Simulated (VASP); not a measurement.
Wanted: the native input for a VASP 6.6.1 run.

| Quantity | Value |
| --- | --- |
| Task | single point |
| Functional | PBE |
| Potentials or basis | VASP PAW PBE potentials, release 64 (Li_sv, Si, N) |
| Cutoff | 520 eV |
| k mesh | 4 × 4 × 4 |
| Occupations | gaussian, width 0.1 eV |
| Spin | no spin polarisation |
| Dipole correction | no |
| Further INCAR settings | ALGO = Normal; EDIFF = 1e-07; NBANDS = 20 |

The structure of Li4SiN lies in POSCAR:

```
Li4SiN
1.0
    4.5844542600      0.0000000000      0.0000000000
    0.0000000000      4.5844542600      0.0000000000
    0.0000000000      0.0000000000      3.9176321100
Li Si N
4 1 1
Direct
    0.7437507600      0.7437507600      0.5692125100
    0.2562492400      0.2562492400      0.5692125100
    0.2562492400      0.7437507600      0.5692125100
    0.7437507600      0.2562492400      0.5692125100
    0.0000000000      0.0000000000      0.0304217300
    0.5000000000      0.5000000000      0.9431869300
```

These files were run (other wordings do the same):

INCAR

```
SYSTEM = Li4SiN
  PREC = Accurate
  ENCUT = 520
  EDIFF = 1E-7
  ISMEAR = 0
  SIGMA = 0.1
  LREAL = .FALSE.
  LASPH = .TRUE.
  NELM = 60
  ALGO = Normal
  ISIF = 2
  LWAVE = .FALSE.
  LCHARG = .FALSE.
  GGA = PE
  NBANDS = 20
```

KPOINTS

```
regular mesh
0
G
  4 4 4
  0 0 0
```

Potentials or basis: VASP PAW PBE potentials, release 64 (Li_sv, Si, N).

Launch:

```bash
$ cat potpaw_PBE.64/Li_sv/POTCAR potpaw_PBE.64/Si/POTCAR potpaw_PBE.64/N/POTCAR > POTCAR
$ mpirun -np 1 vasp_std > vasp.out
```

Results of the run:

```json
{"Largest force": "1.060 eV/Å"}
```

Caveat: the k points lie up to 0.40 Å⁻¹ apart; forces of over 1 eV/Å act on the atoms, so gaps and moduli don't describe the material at rest.

Run time: 26 s on 1 thread of Intel(R) Xeon(R) Platinum 8259CL CPU @ 2.50GHz (Skylake/Cascade Lake), on a shared host, peak memory 0.19 GiB.
